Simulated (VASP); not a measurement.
# CaF2 (m.bscan) (Fm-3m) in VASP: single point with r2SCAN

Aim: the single point of CaF2 (m.bscan) with r2SCAN.

Program: VASP 6.6.1. These are calculated values, not measurements. Logs are shortened: lines on timing, memory, paths and dates and some standing lists are left out, and cuts for length are marked.

### Step 1. The cell of the first run

Symmetry: Fm-3m, No. 225, cubic system. Conventional cell: a = 5.511 Å, b = 5.511 Å, c = 5.511 Å, α = 90.00°, β = 90.00°, γ = 90.00°. Within 3.2 Å of Ca (site symmetry m-3m) lie 8 F at 2.39 Å. F (site symmetry -43m) has 4 Ca at 2.39 Å and 6 F at 2.76 Å within 3.2 Å.

### Step 2. Single point, r2SCAN

POSCAR reads:

```
CaF2
1.0
    0.0000000000      2.7555141460      2.7555141460
    2.7555141460      0.0000000000      2.7555141460
    2.7555141460      2.7555141460      0.0000000000
Ca F
1 2
Direct
    0.0000000000      0.0000000000      0.0000000000
    0.2500000000      0.2500000000      0.2500000000
    0.7500000000      0.7500000000      0.7500000000
```

INCAR.step1 reads:

```
  ALGO = Normal
  EDIFF = 1E-5
  ENCUT = 660
  GGA = PE
  GGA_COMPAT = False
  ISMEAR = 0
  LASPH = True
  LCHARG = False
  LREAL = False
  LWAVE = True
  NBANDS = 19
  NELM = 120
  PREC = Accurate
  SIGMA = 0.02
```

INCAR.step2 reads:

```
  ALGO = Normal
  EDIFF = 1E-6
  ENCUT = 660
  GGA_COMPAT = False
  ISIF = 2
  ISMEAR = 0
  ISTART = 1
  LASPH = True
  LCHARG = True
  LELF = True
  LMIXTAU = True
  LREAL = False
  LVHAR = True
  LWAVE = False
  METAGGA = R2SCAN
  NBANDS = 19
  NELM = 120
  PREC = Accurate
  SIGMA = 0.02
```

KPOINTS reads:

```
k-points
0
Gamma
  8 8 8
```

Potentials or basis: VASP PAW PBE potentials, release 64 (Ca_sv, F).

On the command line:

```sh
$ cat potpaw_PBE.64/Ca_sv/POTCAR potpaw_PBE.64/F/POTCAR > POTCAR
$ cp INCAR.step1 INCAR
$ mpirun -np 1 vasp_std > vasp.out
$ cp INCAR.step2 INCAR
$ mpirun -np 1 vasp_std > vasp.out
```

OUTCAR:

```text
EDIFF = 1E-6
   ENCUT = 660
   ISIF = 2
   ISMEAR = 0
   ISTART = 1
   LASPH = True
   LREAL = False
   METAGGA = R2SCAN
   NELM = 120
   PREC = Accurate

 ion  position               nearest neighbor table
   1  0.000  0.000  0.000-   2 2.39   3 2.39   3 2.39   3 2.39   3 2.39   2 2.39   2 2.39   2 2.39

   2  0.250  0.250  0.250-   1 2.39   1 2.39   1 2.39   1 2.39
   3  0.750  0.750  0.750-   1 2.39   1 2.39   1 2.39   1 2.39

  LATTYP: Found a face centered cubic cell.
 ALAT       =     5.5110282920

  Lattice vectors:

 A1 = (   0.0000000000,   2.7555141460,   2.7555141460)
 A2 = (   2.7555141460,   0.0000000000,   2.7555141460)
 A3 = (   2.7555141460,   2.7555141460,   0.0000000000)

Analysis of symmetry for initial positions (statically):
=====================================================================
 Subroutine PRICEL returns:
 Original cell was already a primitive cell.

 Routine SETGRP: Setting up the symmetry group for a
 face centered cubic supercell.

 Subroutine GETGRP returns: Found 48 space group operations
 (whereof 48 operations were pure point group operations)
 out of a pool of 48 trial point group operations.

The static configuration has the point symmetry O_h .

Analysis of symmetry for dynamics (positions and initial velocities):
=====================================================================
 Subroutine PRICEL returns:
 Original cell was already a primitive cell.

 Routine SETGRP: Setting up the symmetry group for a
 face centered cubic supercell.

 Subroutine GETGRP returns: Found 48 space group operations
 (whereof 48 operations were pure point group operations)
 out of a pool of 48 trial point group operations.

The dynamic configuration has the point symmetry O_h .

 Subroutine INISYM returns: Found 48 space group operations
 (whereof 48 operations are pure point group operations),
 and found     1 'primitive' translations

----------------------------------------------------------------------------------------

                                     Primitive cell

  volume of cell :      41.8445

  direct lattice vectors                    reciprocal lattice vectors
     0.000000000  2.755514146  2.755514146    -0.181454340  0.181454340  0.181454340
     2.755514146  0.000000000  2.755514146     0.181454340 -0.181454340  0.181454340
     2.755514146  2.755514146  0.000000000     0.181454340  0.181454340 -0.181454340

  length of vectors
     3.896885477  3.896885477  3.896885477     0.314288136  0.314288136  0.314288136

  position of ions in fractional coordinates (direct lattice)
     0.000000000  0.000000000  0.000000000
     0.250000000  0.250000000  0.250000000
     0.750000000  0.750000000  0.750000000

  ion indices of the primitive-cell ions
   primitive index   ion index
                 1           1
                 2           2
                 3           3

----------------------------------------------------------------------------------------

 KPOINTS: k-points

Automatic generation of k-mesh.
 Grid dimensions read from file:
 generate k-points for:    8    8    8

 Generating k-lattice:

  Cartesian coordinates                     Fractional coordinates (reciprocal lattice)
    -0.022681792  0.022681792  0.022681792     0.125000000  0.000000000  0.000000000
     0.022681792 -0.022681792  0.022681792     0.000000000  0.125000000  0.000000000
     0.022681792  0.022681792 -0.022681792     0.000000000  0.000000000  0.125000000

  Length of vectors
     0.039286017  0.039286017  0.039286017

  Shift w.r.t. Gamma in fractional coordinates (k-lattice)
     0.000000000  0.000000000  0.000000000

 Subroutine IBZKPT returns following result:
 ===========================================

 Found     29 irreducible k-points:

 Following reciprocal coordinates:
            Coordinates               Weight
  0.000000  0.000000  0.000000      1.000000
  0.125000  0.000000  0.000000      8.000000
  0.250000  0.000000  0.000000      8.000000
  0.375000  0.000000  0.000000      8.000000
  0.500000  0.000000  0.000000      4.000000
  0.125000  0.125000  0.000000      6.000000
[... 16 lines left out ...]
  0.500000  0.250000  0.125000     48.000000
 -0.375000  0.250000  0.125000     24.000000
 [... further k-points ...]
   k-points           NKPTS =     29   k-points in BZ     NKDIM =     29   number of bands    NBANDS=     19
   number of dos      NEDOS =    301   number of ions     NIONS =      3
   total plane-waves  NPLWV =  46656
   dimension x,y,z NGX =    36 NGY =   36 NGZ =   36
   dimension x,y,z NGXF=    72 NGYF=   72 NGZF=   72
   ions per type =               1   2
   NGX,Y,Z   is equivalent  to a cutoff of  15.36, 15.36, 15.36 a.u.
   NGXF,Y,Z  is equivalent  to a cutoff of  30.72, 30.72, 30.72 a.u.
 SYSTEM =  unknown system
   PREC   = accura    normal or accurate (medium, high low for compatibility)
   ISTART =      1    job   : 0-new  1-cont  2-samecut
   ICHARG =      0    charge: 1-file 2-atom 10-const
   ISPIN  =      1    spin polarized calculation?
   LNONCOLLINEAR =      F non collinear calculations
   LSORBIT =      F    spin-orbit coupling
   LASPH  =      T    aspherical Exc in radial PAW
   ENCUT  =  660.0 eV  48.51 Ry    6.96 a.u.   8.16  8.16  8.16*2*pi/ulx,y,z
   NELM   =    120;   NELMIN=  2; NELMDL=  0     # of ELM steps
   EDIFF  = 0.1E-05   stopping-criterion for ELM
   LREAL  =      F    real-space projection
   EDIFFG = 0.1E-04   stopping-criterion for IOM
   NSW    =      0    number of steps for IOM
   IBRION =     -1    ionic relax: 0-MD 1-quasi-New 2-CG
   NFREE  =      0    steps in history (QN), initial steepest desc. (CG)
   ISIF   =      2    stress and relaxation
   ISYM   =      2    0-nonsym 1-usesym 2-fastsym
   POTIM  = 0.5000    time-step for ionic-motion
   TEBEG  =    0.0;   TEEND  =   0.0 temperature during run
   PSTRESS=    0.0 pullay stress
   NELECT =      24.0000    total number of electrons
   NUPDOWN=      -1.0000    fix difference up-down
   EMIN   =  10.00;   EMAX   =-10.00  energy-range for DOS
   EFERMI =   0.00;   METHOD = LEGACY
   ISMEAR =     0;   SIGMA  =   0.02  broadening in eV -4-tet -1-fermi 0-gaus
   EFERMI_NEDOS =   21; number of points for ismear=-14 and -15
   IALGO  =     38    algorithm
   IMIX   =      4    mixing-type and parameters
     AMIX     =   0.40;   BMIX     =  1.00
     AMIX_MAG =   1.60;   BMIX_MAG =  1.00
  volume/ion in A,a.u.               =      13.95        94.13
  Fermi-wavevector in a.u.,A,eV,Ry     =   1.360189  2.570385 25.172332  1.850114
  Thomas-Fermi vector in A             =   2.486873
   LORBIT       =      0    0 simple, 1 ext, 2 COOP (PROOUT), +10 PAW based schemes
   METAGGA = R2SCAN    functional components
   LHFCALC =     F    Hartree Fock is set to
   AEXX    =    0.0000 exact exchange contribution
   IVDW    =     0    specifies the selected vdW correction
   LEPSILON=     F    determine dielectric tensor
   LRPA    =     F    only Hartree local field effects (RPA)
 non-spin polarized calculation
 Gauss-broadening in eV      SIGMA  =   0.02
  energy-cutoff  :      660.00
  volume of cell :       41.84
 maximum number of plane-waves:      1639
 NGX is ok and might be reduce to    36
   NGX = 17   NGY = 17   NGZ = 17

 number of electron      24.0000006 magnetization

 Free energy of the ion-electron system (eV)
  ---------------------------------------------------
  ext. energy  EPLUGINS =         0.00000000
  ---------------------------------------------------
  free energy    TOTEN  =       -25.95036617 eV

  energy without entropy =      -25.95036617  energy(sigma->0) =      -25.95036617

 E-fermi :  -1.5940     XC(G=0): -10.1005

 val. band max:       -1.6845594538   @ k =   0.5000   0.5000   0.0000
 cond. band min:       6.1099196838   @ k =   0.0000   0.0000   0.0000
 fundamental gap:      7.7944791376
 Fermi energy:        -1.5939578615

 k-point     1 :       0.0000    0.0000    0.0000
  band No.  band energies     occupation
      1     -39.0640      2.00000
      2     -22.6832      2.00000
      3     -21.9732      2.00000
      4     -19.1262      2.00000
      5     -19.1262      2.00000
      6     -19.1262      2.00000
[... 11 lines left out ...]
     18      10.2625      0.00000
     19      15.9177      0.00000

 k-point     2 :       0.1250    0.0000    0.0000
  band No.  band energies     occupation
      1     -39.0597      2.00000
      2     -22.7085      2.00000
      3     -22.0080      2.00000
      4     -19.1316      2.00000
      5     -19.1316      2.00000
      6     -19.0745      2.00000
[... 11 lines left out ...]
     18      10.2249      0.00000
     19      15.1772      0.00000

 k-point     3 :       0.2500    0.0000    0.0000
  band No.  band energies     occupation
      1     -39.0495      2.00000
      2     -22.7461      2.00000
      3     -22.1193      2.00000
      4     -19.1448      2.00000
      5     -19.1448      2.00000
      6     -18.9431      2.00000
[... 11 lines left out ...]
     18      10.1341      0.00000
     19      13.8977      0.00000

 k-point     4 :       0.3750    0.0000    0.0000
  band No.  band energies     occupation
      1     -39.0393      2.00000
      2     -22.7428      2.00000
      3     -22.2747      2.00000
      4     -19.1578      2.00000
      5     -19.1578      2.00000
      6     -18.8046      2.00000
[... 11 lines left out ...]
     18      10.0434      0.00000
     19      13.0049      0.00000

 k-point     5 :       0.5000    0.0000    0.0000
  band No.  band energies     occupation
      1     -39.0350      2.00000
      2     -22.7201      2.00000
      3     -22.3609      2.00000
      4     -19.1632      2.00000
      5     -19.1632      2.00000
      6     -18.7456      2.00000
[... 11 lines left out ...]
     18      10.0059      0.00000
     19      12.8027      0.00000

 k-point     6 :       0.1250    0.1250    0.0000
  band No.  band energies     occupation
      1     -39.0583      2.00000
      2     -22.7199      2.00000
      3     -22.0148      2.00000
      4     -19.1397      2.00000
      5     -19.1397      2.00000
      6     -19.0464      2.00000
[... 11 lines left out ...]
     18      10.2019      0.00000
     19      15.5422      0.00000

 k-point     7 :       0.2500    0.1250    0.0000
  band No.  band energies     occupation
      1     -39.0501      2.00000
      2     -22.7576      2.00000
      3     -22.0941      2.00000
      4     -19.1547      2.00000
      5     -19.1385      2.00000
      6     -18.9507      2.00000
[... 11 lines left out ...]
     18      10.1614      0.00000
     19      14.5846      0.00000

 k-point     8 :       0.3750    0.1250    0.0000
  band No.  band energies     occupation
      1     -39.0399      2.00000
      2     -22.7593      2.00000
      3     -22.2464      2.00000
      4     -19.1677      2.00000
      5     -19.1204      2.00000
      6     -18.8414      2.00000
[... 256 lines left out ...]
 k-point    20 :      -0.3750    0.3750    0.0000
  band No.  band energies     occupation
      1     -39.0263      2.00000
      2     -22.7480      2.00000
      3     -22.4490      2.00000
      4     -19.2003      2.00000
      5     -19.0499      2.00000
      6     -18.7340      2.00000
[... 11 lines left out ...]
     18      12.8219      0.00000
     19      13.6704      0.00000

 k-point    21 :       0.5000    0.5000    0.0000
  band No.  band energies     occupation
      1     -39.0254      2.00000
      2     -22.9094      2.00000
      3     -22.2479      2.00000
      4     -19.2181      2.00000
      5     -19.2181      2.00000
      6     -18.5905      2.00000
[... 11 lines left out ...]
     18      12.3115      0.00000
     19      13.6461      0.00000

 k-point    22 :       0.3750    0.2500    0.1250
  band No.  band energies     occupation
      1     -39.0419      2.00000
      2     -22.7768      2.00000
      3     -22.1946      2.00000
      4     -19.1640      2.00000
      5     -19.1195      2.00000
      6     -18.8730      2.00000
[... 11 lines left out ...]
     18      10.2358      0.00000
     19      14.3891      0.00000

 k-point    23 :       0.5000    0.2500    0.1250
  band No.  band energies     occupation
      1     -39.0336      2.00000
      2     -22.7361      2.00000
      3     -22.3647      2.00000
      4     -19.1787      2.00000
      5     -19.0508      2.00000
      6     -18.8269      2.00000
[... 11 lines left out ...]
     18      10.7980      0.00000
     19      13.7522      0.00000

 k-point    24 :      -0.3750    0.2500    0.1250
  band No.  band energies     occupation
      1     -39.0302      2.00000
      2     -22.6662      2.00000
      3     -22.4903      2.00000
      4     -19.1852      2.00000
      5     -19.0127      2.00000
      6     -18.8141      2.00000
[... 11 lines left out ...]
     18      11.3210      0.00000
     19      13.2865      0.00000

 [... further k-points ...]
[... 5 lines left out ...]
  --------------------------------------------------------------------------------------
  -------------------------------------------------------------------------------------
  Total       -0.7669119     -0.7669119     -0.7669119     -0.0000000     -0.0000000      0.0000000
  in kB      -29.3641969    -29.3641969    -29.3641969     -0.0000000     -0.0000000      0.0000000
  external PRESSURE =     -29.3641969 kB  Pullay stress =       0.0000000 kB

 VOLUME and BASIS-vectors are now :
 -----------------------------------------------------------------------------
  energy-cutoff  :      660.00
  volume of cell :       41.84
      direct lattice vectors                 reciprocal lattice vectors
     0.000000000  2.755514146  2.755514146    -0.181454340  0.181454340  0.181454340
     2.755514146  0.000000000  2.755514146     0.181454340 -0.181454340  0.181454340
     2.755514146  2.755514146  0.000000000     0.181454340  0.181454340 -0.181454340

 POSITION                                       TOTAL-FORCE (eV/Angst)
 -----------------------------------------------------------------------------------
      0.00000      0.00000      0.00000        -0.000000     -0.000000      0.000000
      1.37776      1.37776      1.37776        -0.000000     -0.000000     -0.000000
      4.13327      4.13327      4.13327         0.000000      0.000000      0.000000
 -----------------------------------------------------------------------------------
    total drift:                                0.000000      0.000000      0.000000

  FREE ENERGIE OF THE ION-ELECTRON SYSTEM (eV)
  ---------------------------------------------------
  free  energy   TOTEN  =       -25.9503661691 eV

  energy  without entropy=      -25.9503661691  energy(sigma->0) =      -25.95036617
```

Run time: 2.7 min. Hardware: 1 thread of AMD EPYC 7R43 (Zen 3), shared host; peak memory 0.19 GiB.

Results:

```yaml
Free_energy: -25.9504 eV
Pressure: -2.9 GPa
Band_gap_on_the_k_mesh: 7.79 eV, indirect (least direct gap 8.05 eV)
```

Caveat: the PAW data sets were made with another functional, which shifts forces and pressure a little.
